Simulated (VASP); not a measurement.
# Ga27SnSb26 (a cell with a defect) in VASP: single point with PBE

Aim: the single point of Ga27SnSb26 (a cell with a defect) with PBE.

All numbers are computed with VASP 6.6.1; they aren't measurements. Logs are shortened: lines on timing, memory, paths and dates and some standing lists are left out, and cuts for length are marked.

## 1. The cell of the first run

The cell holds a defect, 54 atoms: a = 12.978 Å, b = 12.978 Å, c = 12.978 Å, α = 60.00°, β = 60.00°, γ = 60.00°.

## 2. Single point, PBE

The input, INCAR:

```
ALGO     = Normal         # electronic algorithm
EDIFF    = 1E-7           # SCF threshold, eV
ENCUT    = 520            # plane-wave cutoff, eV
GGA      = PE             # functional
ISIF     = 2              # what is computed and relaxed
ISMEAR   = -1             # smearing method
LASPH    = True           # aspherical terms in the spheres
LCHARG   = False          # write CHGCAR
LREAL    = Auto         
LUSENCCL = False        
LWAVE    = False          # write WAVECAR
NBANDS   = 280            # bands
NELECT   = 496.0        
NELM     = 80             # most SCF steps
PREC     = Accurate       # precision mode
SIGMA    = 0.01           # smearing width, eV
```

The input, KPOINTS:

```
k-points
0
Gamma
  2 2 2
```

The input, POSCAR:

```
Ga27SnSb26
1.0
    0.0000000000      9.1770000000      9.1770000000
    9.1770000000      0.0000000000      9.1770000000
    9.1770000000      9.1770000000      0.0000000000
Ga Sn Sb
27 1 26
Direct
    0.0017996390      0.0017996390      0.0017996390
    0.0017996390      0.0017996390      0.3279344164
    0.0006952650      0.0006952650      0.6659714016
    0.0017996390      0.3279344164      0.0017996390
    0.0010711695      0.3325633084      0.3325633084
    0.0010711695      0.3325633084      0.6671355470
    0.0006952650      0.6659714016      0.0006952650
    0.0010711695      0.6671355470      0.3325633084
    0.0006952650      0.6659714016      0.6659714016
    0.3279344164      0.0017996390      0.0017996390
    0.3325633084      0.0010711695      0.3325633084
    0.3325633084      0.0010711695      0.6671355470
    0.3325633084      0.3325633084      0.0010711695
    0.3333333333      0.3333333333      0.3333333333
    0.3325633084      0.3325633084      0.6671355470
    0.3325633084      0.6671355470      0.0010711695
    0.3325633084      0.6671355470      0.3325633084
    0.3331009928      0.6667441135      0.6667441135
    0.6659714016      0.0006952650      0.0006952650
    0.6671355470      0.0010711695      0.3325633084
    0.6659714016      0.0006952650      0.6659714016
    0.6671355470      0.3325633084      0.0010711695
    0.6671355470      0.3325633084      0.3325633084
    0.6667441135      0.3331009928      0.6667441135
    0.6659714016      0.6659714016      0.0006952650
    0.6667441135      0.6667441135      0.3331009928
    0.6667441135      0.6667441135      0.6667441135
    0.0833333333      0.0833333333      0.0833333333
    0.0823989742      0.0823989742      0.4170486354
    0.0823989742      0.0823989742      0.7514867495
    0.0823989742      0.4170486354      0.0823989742
    0.0830074889      0.4167752815      0.4167752815
    0.0823989742      0.4170486354      0.7514867495
    0.0823989742      0.7514867495      0.0823989742
    0.0823989742      0.7514867495      0.4170486354
    0.0827734207      0.7501866375      0.7501866375
    0.4170486354      0.0823989742      0.0823989742
    0.4167752815      0.0830074889      0.4167752815
    0.4170486354      0.0823989742      0.7514867495
    0.4167752815      0.4167752815      0.0830074889
    0.4167752815      0.4167752815      0.4167752815
    0.4163317231      0.4163317231      0.7503349435
    0.4170486354      0.7514867495      0.0823989742
    0.4163317231      0.7503349435      0.4163317231
    0.4163317231      0.7503349435      0.7503349435
    0.7514867495      0.0823989742      0.0823989742
    0.7514867495      0.0823989742      0.4170486354
    0.7501866375      0.0827734207      0.7501866375
    0.7514867495      0.4170486354      0.0823989742
    0.7503349435      0.4163317231      0.4163317231
    0.7503349435      0.4163317231      0.7503349435
    0.7501866375      0.7501866375      0.0827734207
    0.7503349435      0.7503349435      0.4163317231
    0.7501866375      0.7501866375      0.7501866375
```

Potentials or basis: VASP PAW PBE potentials, release 64 (Ga_d, Sn_d, Sb).

Launch:

```console
> cat potpaw_PBE.64/Ga_d/POTCAR potpaw_PBE.64/Sn_d/POTCAR potpaw_PBE.64/Sb/POTCAR > POTCAR
> mpirun -np 1 vasp_std > vasp.out
```

OUTCAR:

```text
EDIFF = 1E-7
   ENCUT = 520
   GGA = PE
   ISIF = 2
   ISMEAR = -1
   LASPH = True
   LREAL = Auto
   NELECT = 496.0
   NELM = 80
   PREC = Accurate

 ion  position               nearest neighbor table
   1  0.002  0.002  0.002-  28 2.59  30 2.65  34 2.65  46 2.65
   2  0.002  0.002  0.328-  28 2.59  29 2.65  35 2.65  47 2.65
   3  0.001  0.001  0.666-  29 2.64  30 2.64  36 2.65  48 2.65
   4  0.002  0.328  0.002-  28 2.59  31 2.65  33 2.65  49 2.65
   5  0.001  0.333  0.333-  29 2.65  31 2.65  32 2.65  50 2.66
   6  0.001  0.333  0.667-  30 2.65  33 2.65  32 2.65  51 2.66
[... 46 lines left out ...]
  53  0.750  0.750  0.416-  26 2.65  27 2.65   8 2.66  20 2.66
  54  0.750  0.750  0.750-  27 2.65  21 2.65  25 2.65   9 2.65

  LATTYP: Found a face centered cubic cell.
 ALAT       =    18.3540000000

  Lattice vectors:

 A1 = (   0.0000000000,   9.1770000000,   9.1770000000)
 A2 = (   9.1770000000,   0.0000000000,   9.1770000000)
 A3 = (   9.1770000000,   9.1770000000,   0.0000000000)

Analysis of symmetry for initial positions (statically):
=====================================================================
 Subroutine PRICEL returns:
 Original cell was already a primitive cell.

 Routine SETGRP: Setting up the symmetry group for a
 face centered cubic supercell.

 Subroutine GETGRP returns: Found 24 space group operations
 (whereof  6 operations were pure point group operations)
 out of a pool of 48 trial point group operations.

The static configuration has the point symmetry C_3v.
 The point group associated with its full space group is T_d .

Analysis of symmetry for dynamics (positions and initial velocities):
=====================================================================
 Subroutine PRICEL returns:
 Original cell was already a primitive cell.

 Routine SETGRP: Setting up the symmetry group for a
 face centered cubic supercell.

 Subroutine GETGRP returns: Found 24 space group operations
 (whereof  6 operations were pure point group operations)
 out of a pool of 48 trial point group operations.

The dynamic configuration has the point symmetry C_3v.
 The point group associated with its full space group is T_d .

 Subroutine INISYM returns: Found 24 space group operations
 (whereof  6 operations are pure point group operations),
 and found     1 'primitive' translations

----------------------------------------------------------------------------------------

                                     Primitive cell

  volume of cell :    1545.7249

  direct lattice vectors                    reciprocal lattice vectors
     0.000000000  9.177000000  9.177000000    -0.054484036  0.054484036  0.054484036
     9.177000000  0.000000000  9.177000000     0.054484036 -0.054484036  0.054484036
     9.177000000  9.177000000  0.000000000     0.054484036  0.054484036 -0.054484036

  length of vectors
    12.978237862 12.978237862 12.978237862     0.094369119  0.094369119  0.094369119

  position of ions in fractional coordinates (direct lattice)
     0.001799639  0.001799639  0.001799639
     0.001799639  0.001799639  0.327934416
     0.000695265  0.000695265  0.665971402
     0.001799639  0.327934416  0.001799639
     0.001071170  0.332563308  0.332563308
     0.001071170  0.332563308  0.667135547
[... 46 lines left out ...]
     0.750334944  0.750334944  0.416331723
     0.750186638  0.750186638  0.750186638

  ion indices of the primitive-cell ions
   primitive index   ion index
                 1           1
                 2           2
                 3           3
                 4           4
                 5           5
                 6           6
[... 46 lines left out ...]
                53          53
                54          54

----------------------------------------------------------------------------------------

 KPOINTS: k-points

Automatic generation of k-mesh.
 Grid dimensions read from file:
 generate k-points for:    2    2    2

 Generating k-lattice:

  Cartesian coordinates                     Fractional coordinates (reciprocal lattice)
    -0.027242018  0.027242018  0.027242018     0.500000000  0.000000000  0.000000000
     0.027242018 -0.027242018  0.027242018     0.000000000  0.500000000  0.000000000
     0.027242018  0.027242018 -0.027242018     0.000000000  0.000000000  0.500000000

  Length of vectors
     0.047184559  0.047184559  0.047184559

  Shift w.r.t. Gamma in fractional coordinates (k-lattice)
     0.000000000  0.000000000  0.000000000

 Subroutine IBZKPT returns following result:
 ===========================================

 Found      3 irreducible k-points:

 Following reciprocal coordinates:
            Coordinates               Weight
  0.000000  0.000000  0.000000      1.000000
  0.500000  0.000000  0.000000      4.000000
  0.500000  0.500000  0.000000      3.000000
   k-points           NKPTS =      3   k-points in BZ     NKDIM =      3   number of bands    NBANDS=    280
   number of dos      NEDOS =    301   number of ions     NIONS =     54
   total plane-waves  NPLWV = 941192
   dimension x,y,z NGX =    98 NGY =   98 NGZ =   98
   dimension x,y,z NGXF=   196 NGYF=  196 NGZF=  196
   ions per type =              27   1  26
   NGX,Y,Z   is equivalent  to a cutoff of  12.55, 12.55, 12.55 a.u.
   NGXF,Y,Z  is equivalent  to a cutoff of  25.11, 25.11, 25.11 a.u.
 SYSTEM =  unknown system
   PREC   = accura    normal or accurate (medium, high low for compatibility)
   ISTART =      0    job   : 0-new  1-cont  2-samecut
   ICHARG =      2    charge: 1-file 2-atom 10-const
   ISPIN  =      1    spin polarized calculation?
   LNONCOLLINEAR =      F non collinear calculations
   LSORBIT =      F    spin-orbit coupling
   LASPH  =      T    aspherical Exc in radial PAW
   ENCUT  =  520.0 eV  38.22 Ry    6.18 a.u.  24.13 24.13 24.13*2*pi/ulx,y,z
   NELM   =     80;   NELMIN=  2; NELMDL= -5     # of ELM steps
   EDIFF  = 0.1E-06   stopping-criterion for ELM
   LREAL  =      T    real-space projection
   EDIFFG = 0.1E-05   stopping-criterion for IOM
   NSW    =      0    number of steps for IOM
   IBRION =     -1    ionic relax: 0-MD 1-quasi-New 2-CG
   NFREE  =      0    steps in history (QN), initial steepest desc. (CG)
   ISIF   =      2    stress and relaxation
   ISYM   =      2    0-nonsym 1-usesym 2-fastsym
   POTIM  = 0.5000    time-step for ionic-motion
   TEBEG  =    0.0;   TEEND  =   0.0 temperature during run
   PSTRESS=    0.0 pullay stress
   NELECT =     496.0000    total number of electrons
   NUPDOWN=      -1.0000    fix difference up-down
   EMIN   =  10.00;   EMAX   =-10.00  energy-range for DOS
   EFERMI =   0.00;   METHOD = LEGACY
   ISMEAR =    -1;   SIGMA  =   0.01  broadening in eV -4-tet -1-fermi 0-gaus
   EFERMI_NEDOS =   21; number of points for ismear=-14 and -15
   IALGO  =     38    algorithm
   IMIX   =      4    mixing-type and parameters
     AMIX     =   0.40;   BMIX     =  1.00
     AMIX_MAG =   1.60;   BMIX_MAG =  1.00
  volume/ion in A,a.u.               =      28.62       193.17
  Fermi-wavevector in a.u.,A,eV,Ry     =   1.120791  2.117988 17.091266  1.256173
  Thomas-Fermi vector in A             =   2.257440
   LORBIT       =      0    0 simple, 1 ext, 2 COOP (PROOUT), +10 PAW based schemes
   GGA     = PE    functional components
   LHFCALC =     F    Hartree Fock is set to
   AEXX    =    0.0000 exact exchange contribution
   IVDW    =     0    specifies the selected vdW correction
   LEPSILON=     F    determine dielectric tensor
   LRPA    =     F    only Hartree local field effects (RPA)
 non-spin polarized calculation
  energy-cutoff  :      520.00
  volume of cell :     1545.72
 maximum number of plane-waves:     41655
 NGX is ok and might be reduce to    98
   NGX = 49   NGY = 49   NGZ = 49

 number of electron     496.0000016 magnetization

 Free energy of the ion-electron system (eV)
  ---------------------------------------------------
  ext. energy  EPLUGINS =         0.00000000
  ---------------------------------------------------
  free energy    TOTEN  =      -192.00036311 eV

  energy without entropy =     -191.99492493  energy(sigma->0) =     -191.99764402

 E-fermi :   4.9618     XC(G=0):  -9.1046

 val. band max:        4.9531233732   @ k =   0.0000   0.0000   0.0000
 cond. band min:       5.2884886760   @ k =   0.5000   0.0000   0.0000
 fundamental gap:      0.3353653028
 Fermi energy:         4.9618128829

 k-point     1 :       0.0000    0.0000    0.0000
  band No.  band energies     occupation
      1     -15.8795      2.00000
      2     -15.8795      2.00000
      3     -15.8795      2.00000
      4     -15.8330      2.00000
      5     -15.8330      2.00000
      6     -10.2375      2.00000
[... 252 lines left out ...]
    259       5.8067      0.00000
    260       5.8554      0.00000

 k-point     2 :       0.5000    0.0000    0.0000
  band No.  band energies     occupation
      1     -15.8795      2.00000
      2     -15.8795      2.00000
      3     -15.8795      2.00000
      4     -15.8330      2.00000
      5     -15.8330      2.00000
      6     -10.2382      2.00000
[... 252 lines left out ...]
    259       6.6212      0.00000
    260       6.6335      0.00000

 k-point     3 :       0.5000    0.5000    0.0000
  band No.  band energies     occupation
      1     -15.8795      2.00000
      2     -15.8795      2.00000
      3     -15.8795      2.00000
      4     -15.8330      2.00000
      5     -15.8330      2.00000
      6     -10.2393      2.00000
[... 252 lines left out ...]
    259       6.6050      0.00000
    260       6.6294      0.00000
 [bands above 260 left out]

------------------------ aborting loop because EDIFF is reached ----------------------------------------

  FORCE on cell =-STRESS in cart. coord.  units (eV):
  Direction    XX          YY          ZZ          XY          YZ          ZX
  --------------------------------------------------------------------------------------
  -------------------------------------------------------------------------------------
  Total       34.0652873     34.0652873     34.0652873      0.0000000      0.0000000      0.0000000
  in kB       35.3094089     35.3094089     35.3094089      0.0000000      0.0000000      0.0000000
  external PRESSURE =      35.3094089 kB  Pullay stress =       0.0000000 kB

 VOLUME and BASIS-vectors are now :
 -----------------------------------------------------------------------------
  energy-cutoff  :      520.00
  volume of cell :     1545.72
      direct lattice vectors                 reciprocal lattice vectors
     0.000000000  9.177000000  9.177000000    -0.054484036  0.054484036  0.054484036
     9.177000000  0.000000000  9.177000000     0.054484036 -0.054484036  0.054484036
     9.177000000  9.177000000  0.000000000     0.054484036  0.054484036 -0.054484036

 POSITION                                       TOTAL-FORCE (eV/Angst)
 -----------------------------------------------------------------------------------
      0.03303      0.03303      0.03303         0.002269      0.002269      0.002269
      3.02597      3.02597      0.03303        -0.002269     -0.002269      0.002269
      6.11800      6.11800      0.01276        -0.000000      0.000000     -0.001478
      3.02597      0.03303      3.02597        -0.002269      0.002269     -0.002269
      6.10387      3.06176      3.06176         0.008290     -0.002952     -0.002952
      9.17424      6.13213      3.06176         0.002952     -0.008290     -0.002952
[... 46 lines left out ...]
     10.70650     10.70650     13.77165        -0.000000      0.000000      0.001845
     13.76893     13.76893     13.76893         0.001522      0.001522      0.001522
 -----------------------------------------------------------------------------------
    total drift:                                0.000508      0.000508      0.000508

  FREE ENERGIE OF THE ION-ELECTRON SYSTEM (eV)
  ---------------------------------------------------
  free  energy   TOTEN  =      -192.0003631065 eV

  energy  without entropy=     -191.9949249311  energy(sigma->0) =     -191.99764402
```

Wall time 2.9 min (1 × NVIDIA H100 80GB with 1 thread of AMD EPYC 7R13 (Zen 3), shared host); peak memory 2.7 GiB.

Results:

```yaml
Free_energy: -192.0004 eV
Largest_force: 0.009 eV/Å
```

Forces on the atoms (eV/Å):
```
Ga   0.002  0.002  0.002
Ga  -0.002 -0.002  0.002
Ga   0.000  0.000 -0.001
Ga  -0.002  0.002 -0.002
Ga   0.008 -0.003 -0.003
Ga   0.003 -0.008 -0.003
Ga   0.000 -0.001  0.000
Ga   0.003 -0.003 -0.008
Ga   0.001  0.000  0.000
Ga   0.002 -0.002 -0.002
Ga  -0.003  0.008 -0.003
Ga  -0.008  0.003 -0.003
Ga  -0.003 -0.003  0.008
Ga   0.000  0.000  0.000
Ga   0.003  0.003  0.008
Ga  -0.008 -0.003  0.003
Ga   0.003  0.008  0.003
Ga  -0.003  0.003  0.003
Ga  -0.001  0.000  0.000
Ga  -0.003  0.003 -0.008
Ga   0.000  0.001  0.000
Ga  -0.003 -0.008  0.003
Ga   0.008  0.003  0.003
Ga   0.003 -0.003  0.003
Ga   0.000  0.000  0.001
Ga   0.003  0.003 -0.003
Ga  -0.003 -0.003 -0.003
Sn   0.000  0.000  0.000
Sb  -0.001 -0.001  0.000
Sb   0.001  0.001  0.000
Sb  -0.001  0.000 -0.001
Sb  -0.001  0.001  0.001
Sb   0.000  0.001 -0.001
Sb   0.001  0.000  0.001
Sb   0.000 -0.001  0.001
Sb   0.002 -0.002 -0.002
Sb   0.000 -0.001 -0.001
Sb   0.001 -0.001  0.001
Sb   0.001  0.000 -0.001
Sb   0.001  0.001 -0.001
Sb  -0.001 -0.001 -0.001
Sb   0.000  0.000 -0.002
Sb   0.001 -0.001  0.000
Sb   0.000 -0.002  0.000
Sb   0.002  0.000  0.000
Sb   0.000  0.001  0.001
Sb  -0.001  0.000  0.001
Sb  -0.002  0.002 -0.002
Sb  -0.001  0.001  0.000
Sb  -0.002  0.000  0.000
Sb   0.000  0.002  0.000
Sb  -0.002 -0.002  0.002
Sb   0.000  0.000  0.002
Sb   0.002  0.002  0.002
```

Caveat: the cell carries a net charge on a neutralising background, which shifts energy and pressure; the cell is charged against a uniform background, so pressure and absolute levels hang on convention; spin-orbit coupling is left out, which moves the levels of the heavy elements.
